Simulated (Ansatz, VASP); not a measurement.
**Two plane-wave programs on Ca**

The input INCAR:

```
SYSTEM = Ca
PREC = Accurate
ENCUT = 520
EDIFF = 1E-7
ISMEAR = 0
SIGMA = 0.1
LREAL = .FALSE.
LASPH = .TRUE.
NELM = 100
ALGO = Fast
ISIF = 2
LWAVE = .FALSE.
LCHARG = .TRUE.
GGA = PE
LELF = .TRUE.
LVHAR = .TRUE.
NBANDS = 11
```

Contents of KPOINTS:

```
regular mesh
0
G
  14 14 14
  0 0 0
```

File POSCAR:

```
Ca
1.0
   -2.1457752034      2.1457752034      2.1457752034
    2.1457752034     -2.1457752034      2.1457752034
    2.1457752034      2.1457752034     -2.1457752034
Ca
1
Direct
    0.0000000000      0.0000000000      0.0000000000
```

Input for Ansatz:

```yaml
crystal:
  lattice:
    - [-2.1457752034, 2.1457752034, 2.1457752034]
    - [2.1457752034, -2.1457752034, 2.1457752034]
    - [2.1457752034, 2.1457752034, -2.1457752034]
  atoms:
    - { symbol: Ca, position: [0.0, 0.0, 0.0] }
basis:
  ecutwfc: 420
kpoints:
  mp_grid: { grid: [14, 14, 14] }
hamiltonian:
  xc: pbe
scf:
  occupations: { method: gaussian, width: 0.1 }
output:
  forces: true
  stress: true
  eigenvalues: true
```

Alike in both runs: task single point; functional PBE; k mesh 14 × 14 × 14; occupations gaussian, width 0.1 eV; no spin polarisation.

```csv
,VASP,Ansatz
version,VASP 6.6.1,Ansatz 0.2.0
potentials or method,"VASP PAW PBE potentials, release 64 (Ca_sv), cutoff 520 eV","scalar-relativistic, plane waves, PAW"
valence electrons in the cell,10,10
```

|  | VASP | Ansatz | Ansatz less VASP |
| --- | --- | --- | --- |
| gap on the k mesh at the Fermi level (eV) | none | none | - |
| pressure (GPa) | 1.1 | 1.1 | -0.01 |

A gap of «none» marks a metal or a gap that the smearing closes.
